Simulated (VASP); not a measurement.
The system is CaMn3.

```
CELL_PARAMETERS angstrom
4.03644 0.00000 0.00000
0.00000 4.03644 0.00000
0.00000 0.00000 4.03644
ATOMIC_POSITIONS crystal
Ca 0.00000 0.00000 0.00000
Mn 0.00000 0.50000 0.50000
Mn 0.50000 0.00000 0.50000
Mn 0.50000 0.50000 0.00000
```

* Program: VASP 6.6.1
* Task: relaxation of cell and atoms
* Functional: PBE
* Potentials or basis: VASP PAW PBE potentials, release 64 (Ca_sv, Mn_pv)
* Cutoff: 500 eV
* k mesh: 4 × 4 × 4
* Occupations: gaussian, width 0.1 eV
* Spin: collinear spin, ferromagnetic start
* Starting moments: [0.0, 3.66, 3.66, 3.66] μB

At the start: pressure 5.6 GPa; volume 16.44 Å³/atom.

Q: How do energy, volume and symmetry change on relaxing?

A: Over 3 steps the energy falls by 25.6 meV/atom and the volume is 17.96 Å³/atom (+9.3 %); space group Pm-3m (No. 221, to 0.05 Å); moment 10.66 μB per cell.

The path:
```csv
step,energy change (eV),largest force (eV/Å),pressure (GPa),volume (Å³)
1,0.0000,0.0000,5.57,65.77
2,-0.1020,0.0000,0.40,71.36
3,-0.1026,0.0000,0.00,71.85
```

Final structure:
```
CELL_PARAMETERS angstrom
4.15728 0.00000 0.00000
0.00000 4.15728 0.00000
0.00000 0.00000 4.15728
ATOMIC_POSITIONS crystal
Ca 0.00000 0.00000 0.00000
Mn 0.00000 0.50000 0.50000
Mn 0.50000 0.00000 0.50000
Mn 0.50000 0.50000 0.00000
```

Caveat: the k points lie up to 0.38 Å⁻¹ apart in the final cell.
